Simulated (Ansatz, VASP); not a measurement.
Ge in VASP and in Ansatz

File INCAR:

```
SYSTEM = Ge
PREC = Accurate ; ENCUT = 520
EDIFF = 1E-6 ; ISMEAR = -1
SIGMA = 0.03 ; LREAL = .False.
LASPH = .True. ; NELM = 100
ALGO = Normal ; ISIF = 2
LWAVE = .False. ; LCHARG = .False.
GGA = PS ; NBANDS = 36
```

KPOINTS

```
Automatic mesh
0
Gamma
  5 5 2
  0 0 0
```

POSCAR

```
Ge
1.0
    3.9975858431      0.0000000000      0.0000000000
   -1.9987929216      3.4620108940      0.0000000000
    0.0000000000      0.0000000000      6.5993779500
Ge
4
Direct
    0.3333333333      0.6666666667      0.9370987500
    0.6666666667      0.3333333333      0.4370987500
    0.3333333333      0.6666666667      0.5629012500
    0.6666666667      0.3333333333      0.0629012500
```

The input input.yaml:

```yaml
crystal:
  lattice:
    - [3.9975858431, 0.0, 0.0]
    - [-1.9987929216, 3.462010894, 0.0]
    - [0.0, 0.0, 6.59937795]
  atoms:
    - { symbol: Ge, position: [0.3333333333, 0.6666666667, 0.93709875] }
    - { symbol: Ge, position: [0.6666666667, 0.3333333333, 0.43709875] }
    - { symbol: Ge, position: [0.3333333333, 0.6666666667, 0.56290125] }
    - { symbol: Ge, position: [0.6666666667, 0.3333333333, 0.06290125] }
kpoints:
  mp_grid: { grid: [5, 5, 2] }
scf:
  occupations: { method: fermi_dirac, width: 0.03 }
hamiltonian:
  xc: pbesol
  pseudopotentials: { kind: all_electron, lapw: { basis_error: 0.002 } }
output:
  forces: true
  stress: true
  eigenvalues: true
```

Alike in both runs: task single point; functional PBEsol; k mesh 5 × 5 × 2; occupations fermi-dirac, width 0.03 eV; no spin polarisation.

```csv
,VASP,Ansatz
version,VASP 6.6.1,Ansatz 0.2.0
potentials or method,"VASP PAW PBE potentials, release 64 (Ge_d), cutoff 520 eV","all-electron LAPW, scalar-relativistic"
```

|  | VASP | Ansatz | Ansatz less VASP |
| --- | --- | --- | --- |
| gap on the k mesh at the Fermi level (eV) | 0.15 | 0.16 | +0.005 |
| least direct gap on the mesh (eV) | 0.15 | 0.16 | +0.005 |
| pressure (GPa) | 0.4 | 0.5 | +0.12 |
| traceless stress, the component that is largest in VASP (GPa) | -1.23 | -1.23 | 0.000 |
| rms of the force components (eV/Å) | 0.025 | 0.025 | -0.0002 |

VASP's potentials were made for PBE, not for PBEsol. Atom by atom the forces differ by 0.000 eV/Å (rms over components). Ansatz ran all-electron here, and VASP with PAW potentials.

The k mesh is coarse, so the values compare programs but aren't converged.
